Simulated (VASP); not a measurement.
Wanted: the native input for a VASP 6.6.1 run.

```yaml
Task: relaxation of cell and atoms
Functional: PBE
Potentials_or_basis: VASP PAW PBE potentials, release 64 (Be)
Cutoff: 600 eV
k_mesh: 27 × 27 × 16
Occupations: gaussian, width 0.1 eV
Spin: no spin polarisation
Dipole_correction: no
Further_INCAR_settings: ALGO = Fast; EDIFF = 1e-06; IBRION = 2; EDIFFG = -0.01; NSW = 100; ISIF = 3
```

The structure of Be lies in POSCAR:

```
Be
1.0
    2.2613050542      0.0000000000      0.0000000000
   -1.1306525271      1.9583476226      0.0000000000
    0.0000000000      0.0000000000      3.5673443313
Be
2
Direct
    0.6666666667      0.3333333333      0.2500000000
    0.3333333333      0.6666666667      0.7500000000
```

These files were run (other wordings do the same):

INCAR

```
PREC     = Accurate       # precision mode
ENCUT    = 600            # plane-wave cutoff, eV
EDIFF    = 1E-6           # SCF threshold, eV
ISMEAR   = 0              # smearing method
SIGMA    = 0.1            # smearing width, eV
LREAL    = False          # projectors in reciprocal space
LASPH    = True           # aspherical terms in the spheres
NELM     = 80             # most SCF steps
ALGO     = Fast           # electronic algorithm
ISIF     = 3              # what is computed and relaxed
LWAVE    = False          # write WAVECAR
LCHARG   = False          # write CHGCAR
GGA      = PE             # functional
IBRION   = 2              # ionic algorithm
NSW      = 100            # ionic steps
EDIFFG   = -0.01          # ionic threshold
```

KPOINTS

```
Automatic mesh
0
Gamma
  27 27 16
```

Potentials or basis: VASP PAW PBE potentials, release 64 (Be).

Launch:

```console
$ cat potpaw_PBE.64/Be/POTCAR > POTCAR
$ mpirun -np 1 vasp_std > vasp.out
```

Results of the run:

```json
{
  "Relaxed volume": "7.92 Å³/atom",
  "Relaxed cell": "a = 2.265 Å, b = 2.265 Å, c = 3.563 Å, α = 90.00°, β = 90.00°, γ = 120.00°",
  "Space group after relaxing (to 0.1 Å)": "P6_3/mmc (No. 194)",
  "Energy gained by relaxing": "0.1 meV/atom",
  "Ionic steps": "2",
  "Pressure after relaxing": "0.1 GPa",
  "Band gap on the k mesh": "zero (bands 2 and 3 overlap by 2.15 eV)"
}
```

Wall time 47 s on 1 thread of Intel(R) Xeon(R) Platinum 8488C (Sapphire Rapids), with other jobs on the host, peak memory 0.19 GiB.
